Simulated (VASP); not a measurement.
# CaO (Fm-3m) in VASP: notebook

Runs on CaO. Level: r2SCAN. Tasks: single point.

All numbers are computed with VASP 6.6.1; they aren't measurements. Logs are shortened: lines on timing, memory, paths and dates and some standing lists are left out, and cuts for length are marked.

## Step 1: The cell of the first run

Symmetry: Fm-3m, No. 225, cubic system. Conventional cell: a = 4.795 Å, b = 4.795 Å, c = 4.795 Å, α = 90.00°, β = 90.00°, γ = 90.00°. Ca (site symmetry m-3m) has 6 O at 2.40 Å within 3.2 Å. Within 3.2 Å of O (site symmetry m-3m) lie 6 Ca at 2.40 Å.

## Step 2: Single point, r2SCAN

POSCAR reads:

```
CaO
1.0
    0.0000000000      2.3974398381      2.3974398381
    2.3974398381      0.0000000000      2.3974398381
    2.3974398381      2.3974398381      0.0000000000
Ca O
1 1
Direct
    0.0000000000      0.0000000000      0.0000000000
    0.5000000000      0.5000000000      0.5000000000
```

INCAR.step1 reads:

```
ALGO = Normal
EDIFF = 1E-4
ENCUT = 520
GGA = PE
ISMEAR = -1
LASPH = True
LCHARG = False
LREAL = False
LWAVE = True
NBANDS = 15
NELM = 100
PREC = Accurate
SIGMA = 0.08
```

INCAR.step2 reads:

```
ALGO = Normal
EDIFF = 1E-7
ENCUT = 520
ISIF = 2
ISMEAR = -1
ISTART = 1
LASPH = True
LCHARG = False
LMIXTAU = True
LREAL = False
LWAVE = False
METAGGA = R2SCAN
NBANDS = 15
NELM = 100
PREC = Accurate
SIGMA = 0.08
```

KPOINTS reads:

```
k-points
0
Gamma
  18 18 18
```

Potentials or basis: VASP PAW PBE potentials, release 64 (Ca_sv, O).

Launch:

```bash
$ cat potpaw_PBE.64/Ca_sv/POTCAR potpaw_PBE.64/O/POTCAR > POTCAR
$ cp INCAR.step1 INCAR
$ mpirun -np 1 vasp_std > vasp.out
$ cp INCAR.step2 INCAR
$ mpirun -np 1 vasp_std > vasp.out
```

OUTCAR:

```text
EDIFF = 1E-7
   ENCUT = 520
   ISIF = 2
   ISMEAR = -1
   ISTART = 1
   LASPH = True
   LREAL = False
   METAGGA = R2SCAN
   NELM = 100
   PREC = Accurate

 ion  position               nearest neighbor table
   1  0.000  0.000  0.000-   2 2.40   2 2.40   2 2.40   2 2.40   2 2.40   2 2.40
   2  0.500  0.500  0.500-   1 2.40   1 2.40   1 2.40   1 2.40   1 2.40   1 2.40

  LATTYP: Found a face centered cubic cell.
 ALAT       =     4.7948796762

  Lattice vectors:

 A1 = (   0.0000000000,   2.3974398381,   2.3974398381)
 A2 = (   2.3974398381,   0.0000000000,   2.3974398381)
 A3 = (   2.3974398381,   2.3974398381,   0.0000000000)

Analysis of symmetry for initial positions (statically):
=====================================================================
 Subroutine PRICEL returns:
 Original cell was already a primitive cell.

 Routine SETGRP: Setting up the symmetry group for a
 face centered cubic supercell.

 Subroutine GETGRP returns: Found 48 space group operations
 (whereof 48 operations were pure point group operations)
 out of a pool of 48 trial point group operations.

The static configuration has the point symmetry O_h .

Analysis of symmetry for dynamics (positions and initial velocities):
=====================================================================
 Subroutine PRICEL returns:
 Original cell was already a primitive cell.

 Routine SETGRP: Setting up the symmetry group for a
 face centered cubic supercell.

 Subroutine GETGRP returns: Found 48 space group operations
 (whereof 48 operations were pure point group operations)
 out of a pool of 48 trial point group operations.

The dynamic configuration has the point symmetry O_h .

 Subroutine INISYM returns: Found 48 space group operations
 (whereof 48 operations are pure point group operations),
 and found     1 'primitive' translations

----------------------------------------------------------------------------------------

                                     Primitive cell

  volume of cell :      27.5596

  direct lattice vectors                    reciprocal lattice vectors
     0.000000000  2.397439838  2.397439838    -0.208555807  0.208555807  0.208555807
     2.397439838  0.000000000  2.397439838     0.208555807 -0.208555807  0.208555807
     2.397439838  2.397439838  0.000000000     0.208555807  0.208555807 -0.208555807

  length of vectors
     3.390491934  3.390491934  3.390491934     0.361229254  0.361229254  0.361229254

  position of ions in fractional coordinates (direct lattice)
     0.000000000  0.000000000  0.000000000
     0.500000000  0.500000000  0.500000000

  ion indices of the primitive-cell ions
   primitive index   ion index
                 1           1
                 2           2

----------------------------------------------------------------------------------------

 KPOINTS: k-points

Automatic generation of k-mesh.
 Grid dimensions read from file:
 generate k-points for:   18   18   18

 Generating k-lattice:

  Cartesian coordinates                     Fractional coordinates (reciprocal lattice)
    -0.011586434  0.011586434  0.011586434     0.055555556  0.000000000  0.000000000
     0.011586434 -0.011586434  0.011586434     0.000000000  0.055555556  0.000000000
     0.011586434  0.011586434 -0.011586434     0.000000000  0.000000000  0.055555556

  Length of vectors
     0.020068292  0.020068292  0.020068292

  Shift w.r.t. Gamma in fractional coordinates (k-lattice)
     0.000000000  0.000000000  0.000000000

 Subroutine IBZKPT returns following result:
 ===========================================

 Found    195 irreducible k-points:

 Following reciprocal coordinates:
            Coordinates               Weight
  0.000000  0.000000  0.000000      1.000000
  0.055556  0.000000  0.000000      8.000000
  0.111111  0.000000  0.000000      8.000000
  0.166667  0.000000  0.000000      8.000000
  0.222222  0.000000  0.000000      8.000000
  0.277778  0.000000  0.000000      8.000000
[... 16 lines left out ...]
 -0.277778  0.055556  0.000000     24.000000
 -0.222222  0.055556  0.000000     24.000000
 [... further k-points ...]
   k-points           NKPTS =    195   k-points in BZ     NKDIM =    195   number of bands    NBANDS=     15
   number of dos      NEDOS =    301   number of ions     NIONS =      2
   total plane-waves  NPLWV =  21952
   dimension x,y,z NGX =    28 NGY =   28 NGZ =   28
   dimension x,y,z NGXF=    56 NGYF=   56 NGZF=   56
   ions per type =               1   1
   NGX,Y,Z   is equivalent  to a cutoff of  13.73, 13.73, 13.73 a.u.
   NGXF,Y,Z  is equivalent  to a cutoff of  27.46, 27.46, 27.46 a.u.
 SYSTEM =  unknown system
   PREC   = accura    normal or accurate (medium, high low for compatibility)
   ISTART =      1    job   : 0-new  1-cont  2-samecut
   ICHARG =      0    charge: 1-file 2-atom 10-const
   ISPIN  =      1    spin polarized calculation?
   LNONCOLLINEAR =      F non collinear calculations
   LSORBIT =      F    spin-orbit coupling
   LASPH  =      T    aspherical Exc in radial PAW
   ENCUT  =  520.0 eV  38.22 Ry    6.18 a.u.   6.30  6.30  6.30*2*pi/ulx,y,z
   NELM   =    100;   NELMIN=  2; NELMDL=  0     # of ELM steps
   EDIFF  = 0.1E-06   stopping-criterion for ELM
   LREAL  =      F    real-space projection
   EDIFFG = 0.1E-05   stopping-criterion for IOM
   NSW    =      0    number of steps for IOM
   IBRION =     -1    ionic relax: 0-MD 1-quasi-New 2-CG
   NFREE  =      0    steps in history (QN), initial steepest desc. (CG)
   ISIF   =      2    stress and relaxation
   ISYM   =      2    0-nonsym 1-usesym 2-fastsym
   POTIM  = 0.5000    time-step for ionic-motion
   TEBEG  =    0.0;   TEEND  =   0.0 temperature during run
   PSTRESS=    0.0 pullay stress
   NELECT =      16.0000    total number of electrons
   NUPDOWN=      -1.0000    fix difference up-down
   EMIN   =  10.00;   EMAX   =-10.00  energy-range for DOS
   EFERMI =   0.00;   METHOD = LEGACY
   ISMEAR =    -1;   SIGMA  =   0.08  broadening in eV -4-tet -1-fermi 0-gaus
   EFERMI_NEDOS =   21; number of points for ismear=-14 and -15
   IALGO  =     38    algorithm
   IMIX   =      4    mixing-type and parameters
     AMIX     =   0.40;   BMIX     =  1.00
     AMIX_MAG =   1.60;   BMIX_MAG =  1.00
  volume/ion in A,a.u.               =      13.78        92.99
  Fermi-wavevector in a.u.,A,eV,Ry     =   1.365706  2.580809 25.376933  1.865152
  Thomas-Fermi vector in A             =   2.491911
   LORBIT       =      0    0 simple, 1 ext, 2 COOP (PROOUT), +10 PAW based schemes
   METAGGA = R2SCAN    functional components
   LHFCALC =     F    Hartree Fock is set to
   AEXX    =    0.0000 exact exchange contribution
   IVDW    =     0    specifies the selected vdW correction
   LEPSILON=     F    determine dielectric tensor
   LRPA    =     F    only Hartree local field effects (RPA)
 non-spin polarized calculation
  energy-cutoff  :      520.00
  volume of cell :       27.56
 maximum number of plane-waves:       757
 NGX is ok and might be reduce to    28
   NGX = 13   NGY = 13   NGZ = 13

 number of electron      15.9999997 magnetization

 Free energy of the ion-electron system (eV)
  ---------------------------------------------------
  ext. energy  EPLUGINS =         0.00000000
  ---------------------------------------------------
  free energy    TOTEN  =       -19.45304090 eV

  energy without entropy =      -19.45304090  energy(sigma->0) =      -19.45304090

 E-fermi :   3.6412     XC(G=0): -11.1125

 val. band max:        2.0556462391   @ k =   0.0000   0.0000   0.0000
 cond. band min:       6.2423687476   @ k =   0.5000   0.5000   0.0000
 fundamental gap:      4.1867225085
 Fermi energy:         3.6411731431

 k-point     1 :       0.0000    0.0000    0.0000
  band No.  band energies     occupation
      1     -36.9700      2.00000
      2     -16.8567      2.00000
      3     -16.8567      2.00000
      4     -16.8567      2.00000
      5     -14.4316      2.00000
      6       2.0556      2.00000
      7       2.0556      2.00000
      8       2.0556      2.00000
      9       7.5451      0.00000
     10       8.9266      0.00000
     11       8.9266      0.00000
     12       8.9266      0.00000
     13      10.5349      0.00000
     14      10.5349      0.00000
     15      17.8751      0.00000

 k-point     2 :       0.0556    0.0000    0.0000
  band No.  band energies     occupation
      1     -36.9669      2.00000
      2     -16.9121      2.00000
      3     -16.8583      2.00000
      4     -16.8582      2.00000
      5     -14.3744      2.00000
      6       1.9413      2.00000
      7       2.0111      2.00000
      8       2.0111      2.00000
      9       7.6933      0.00000
     10       8.9117      0.00000
     11       8.9819      0.00000
     12       8.9819      0.00000
     13      10.6129      0.00000
     14      10.6129      0.00000
     15      18.0147      0.00000

 k-point     3 :       0.1111    0.0000    0.0000
  band No.  band energies     occupation
      1     -36.9578      2.00000
      2     -17.0595      2.00000
      3     -16.8628      2.00000
      4     -16.8628      2.00000
      5     -14.2218      2.00000
      6       1.6362      2.00000
      7       1.8867      2.00000
      8       1.8867      2.00000
      9       8.0964      0.00000
     10       8.8855      0.00000
     11       9.1439      0.00000
     12       9.1440      0.00000
     13      10.8366      0.00000
     14      10.8366      0.00000
     15      18.3764      0.00000

 k-point     4 :       0.1667    0.0000    0.0000
  band No.  band energies     occupation
      1     -36.9440      2.00000
      2     -17.2593      2.00000
      3     -16.8697      2.00000
      4     -16.8697      2.00000
      5     -14.0138      2.00000
      6       1.2201      2.00000
      7       1.7058      2.00000
      8       1.7058      2.00000
      9       8.6440      0.00000
     10       8.9106      0.00000
     11       9.4009      0.00000
     12       9.4009      0.00000
     13      11.1778      0.00000
     14      11.1778      0.00000
     15      18.7830      0.00000
[... 307 lines left out ...]
 k-point    22 :      -0.3333    0.0556    0.0000
  band No.  band energies     occupation
      1     -36.8848      2.00000
      2     -17.8925      2.00000
      3     -16.9240      2.00000
      4     -16.8905      2.00000
      5     -13.3426      2.00000
      6      -0.1311      2.00000
      7       1.0056      2.00000
      8       1.1193      2.00000
      9       9.2546      0.00000
     10      10.4971      0.00000
     11      10.5438      0.00000
     12      11.0151      0.00000
     13      12.5822      0.00000
     14      12.8110      0.00000
     15      18.0975      0.00000

 k-point    23 :      -0.2778    0.0556    0.0000
  band No.  band energies     occupation
      1     -36.9009      2.00000
      2     -17.7362      2.00000
      3     -16.9175      2.00000
      4     -16.8803      2.00000
      5     -13.5072      2.00000
      6       0.1921      2.00000
      7       1.1580      2.00000
      8       1.3071      2.00000
      9       9.0162      0.00000
     10      10.1143      0.00000
     11      10.1729      0.00000
     12      10.5405      0.00000
     13      12.1104      0.00000
     14      12.4099      0.00000
     15      18.6129      0.00000

 k-point    24 :      -0.2222    0.0556    0.0000
  band No.  band energies     occupation
      1     -36.9188      2.00000
      2     -17.5478      2.00000
      3     -16.9081      2.00000
      4     -16.8706      2.00000
      5     -13.7046      2.00000
      6       0.5791      2.00000
      7       1.3462      2.00000
      8       1.5177      2.00000
      9       8.8496      0.00000
     10       9.5946      0.00000
     11       9.7408      0.00000
     12      10.1302      0.00000
     13      11.6421      0.00000
     14      11.9665      0.00000
     15      18.9748      0.00000

 [... further k-points ...]

------------------------ aborting loop because EDIFF is reached ----------------------------------------

  FORCE on cell =-STRESS in cart. coord.  units (eV):
  Direction    XX          YY          ZZ          XY          YZ          ZX
  --------------------------------------------------------------------------------------
  -------------------------------------------------------------------------------------
  Total        0.1848193      0.1848193      0.1848193      0.0000000      0.0000000     -0.0000000
  in kB       10.7444636     10.7444636     10.7444636      0.0000000      0.0000000     -0.0000000
  external PRESSURE =      10.7444636 kB  Pullay stress =       0.0000000 kB

 VOLUME and BASIS-vectors are now :
 -----------------------------------------------------------------------------
  energy-cutoff  :      520.00
  volume of cell :       27.56
      direct lattice vectors                 reciprocal lattice vectors
     0.000000000  2.397439838  2.397439838    -0.208555807  0.208555807  0.208555807
     2.397439838  0.000000000  2.397439838     0.208555807 -0.208555807  0.208555807
     2.397439838  2.397439838  0.000000000     0.208555807  0.208555807 -0.208555807

 POSITION                                       TOTAL-FORCE (eV/Angst)
 -----------------------------------------------------------------------------------
      0.00000      0.00000      0.00000         0.000000      0.000000     -0.000000
      2.39744      2.39744      2.39744        -0.000000     -0.000000      0.000000
 -----------------------------------------------------------------------------------
    total drift:                                0.000000      0.000000      0.000000

  FREE ENERGIE OF THE ION-ELECTRON SYSTEM (eV)
  ---------------------------------------------------
  free  energy   TOTEN  =       -19.4530408971 eV

  energy  without entropy=      -19.4530408970  energy(sigma->0) =      -19.45304090
```

It took 3.5 min on 1 thread of AMD EPYC 9R45 (Zen 5), shared host; peak memory 0.2 GiB.

Results:

```
Free energy            : -19.4530 eV
Pressure               : 1.1 GPa
Band gap on the k mesh : 4.19 eV, indirect (least direct gap 4.56 eV)
```

Levels at points of the mesh, in eV from the valence-band top:
| k point | band 5 | band 6 | band 7 | band 8 | band 9 | band 10 | band 11 | band 12 |
| --- | --- | --- | --- | --- | --- | --- | --- | --- |
| (0.00, 0.00, 0.00) | -16.49 | 0.00 | 0.00 | 0.00 | 5.49 | 6.87 | 6.87 | 6.87 |
| (0.50, 0.00, 0.00) | -15.18 | -2.62 | -1.21 | -1.21 | 7.73 | 9.09 | 9.09 | 9.27 |
| (0.50, 0.50, 0.00) | -16.27 | -1.29 | -0.37 | -0.37 | 4.19 | 8.82 | 9.67 | 10.28 |

Caveat: the PAW data sets were made with another functional, which shifts forces and pressure a little. A k mesh can miss the band edges.

(Part 1 of 2 ends here.)
